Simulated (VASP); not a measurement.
**Sb: single point with PBEsol**

Crystal: Sb.

```
CELL_PARAMETERS angstrom
4.16684 0.00000 -0.94458
0.00000 4.22356 0.00000
-2.54302 0.00000 6.91372
ATOMIC_POSITIONS crystal
Sb 0.49996 0.25000 0.74999
Sb 0.99999 0.75000 0.75000
Sb 0.00001 0.25000 0.25000
Sb 0.50004 0.75000 0.25001
```

| Item | Value |
| --- | --- |
| Program | VASP 6.6.1 |
| Task | single point |
| Functional | PBEsol |
| Potentials or basis | VASP PAW PBE potentials, release 64 (Sb) |
| Cutoff | 520 eV |
| k mesh | 6 × 6 × 4 |
| Occupations | fermi-dirac, width 0.05 eV |
| Spin | no spin polarisation |
| Dipole correction | no |
| Further INCAR settings | ALGO = Normal; EDIFF = 1e-06; NBANDS = 18 |

```yaml
Pressure: 2.2 GPa
Band_gap_on_the_k_mesh: zero (bands 10 and 11 overlap by 1.01 eV)
```

Levels at points of the mesh, in eV from the Fermi level:
| k point | band 7 | band 8 | band 9 | band 10 | band 11 | band 12 | band 13 | band 14 |
| --- | --- | --- | --- | --- | --- | --- | --- | --- |
| (0.00, 0.00, 0.00) | -3.79 | -2.15 | -1.90 | -1.36 | 1.84 | 2.81 | 3.64 | 3.70 |
| (0.50, 0.00, 0.00) | -0.70 | -0.70 | -0.55 | -0.55 | -0.53 | -0.53 | 0.16 | 0.16 |
| (0.00, 0.50, 0.00) | -1.51 | -1.51 | -0.91 | -0.91 | 0.44 | 0.44 | 1.56 | 1.56 |
| (0.50, 0.50, 0.00) | -5.36 | -5.36 | 0.05 | 0.05 | 0.05 | 0.05 | 4.81 | 4.81 |
| (0.00, 0.00, 0.50) | -3.01 | -3.01 | -2.46 | -2.46 | 2.63 | 2.63 | 2.70 | 2.70 |
| (0.50, 0.00, 0.50) | -1.42 | -1.42 | -0.78 | -0.78 | 0.55 | 0.55 | 1.72 | 1.72 |
| (0.00, 0.50, 0.50) | -0.81 | -0.81 | -0.69 | -0.69 | -0.68 | -0.68 | 0.25 | 0.25 |
| (0.50, 0.50, 0.50) | -4.22 | -4.22 | -3.64 | -3.64 | 1.80 | 1.80 | 5.12 | 5.12 |

It took 27 s on 1 thread of Intel(R) Xeon(R) 6975P-C (Granite Rapids), on a shared host, peak memory 0.27 GiB.

Caveat: the PAW data sets were made with another functional, which shifts forces and pressure a little; spin-orbit coupling is left out, which moves the levels of the heavy elements.
